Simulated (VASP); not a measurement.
Input of a VASP 6.6.1 run:

Contents of INCAR:

```
PREC = Accurate
ENCUT = 600
EDIFF = 1E-6
ISMEAR = -1
SIGMA = 0.08
LREAL = False
LASPH = True
NELM = 60
ALGO = Normal
ISIF = 3
LWAVE = False
LCHARG = False
GGA = PE
IBRION = 2
NSW = 60
EDIFFG = -0.005
```

KPOINTS

```
regular mesh
0
Gamma
  13 13 7
```

Contents of POSCAR:

```
La
1.0
    3.7612476874      0.0000000000      0.0000000000
   -1.8806238437      3.2573360472      0.0000000000
    0.0000000000      0.0000000000      6.0932212535
La
2
Direct
    0.3333333333      0.6666666667      0.2500000000
    0.6666666667      0.3333333333      0.7500000000
```

Potentials or basis: VASP PAW PBE potentials, release 64 (La).

The run is started by

```bash
$ cat potpaw_PBE.64/La/POTCAR > POTCAR
$ mpirun -np 1 vasp_std > vasp.out
```

Problem. Predict the band gap on the k mesh.

Solution. Zero (band 11 reaches 8.80 eV, above the bottom of band 12 at 7.49 eV).

Problem. What does it give for the space group after relaxing (to 0.05 Å)?

Solution. P6_3/mmc (No. 194).

Problem. Predict the relaxed cell.

Solution. a = 3.778 Å, b = 3.778 Å, c = 6.110 Å, α = 90.00°, β = 90.00°, γ = 120.00°.

Final structure:
```yaml
crystal:
  lattice:
    - [3.77841, 0.00000, 0.00000]
    - [-1.88920, 3.27220, 0.00000]
    - [0.00000, 0.00000, 6.10958]
  atoms:
    - { symbol: La, position: [0.33333, 0.66667, 0.25000] }
    - { symbol: La, position: [0.66667, 0.33333, 0.75000] }
```

Caveat: spin-orbit coupling is left out, which moves the levels of the heavy elements.
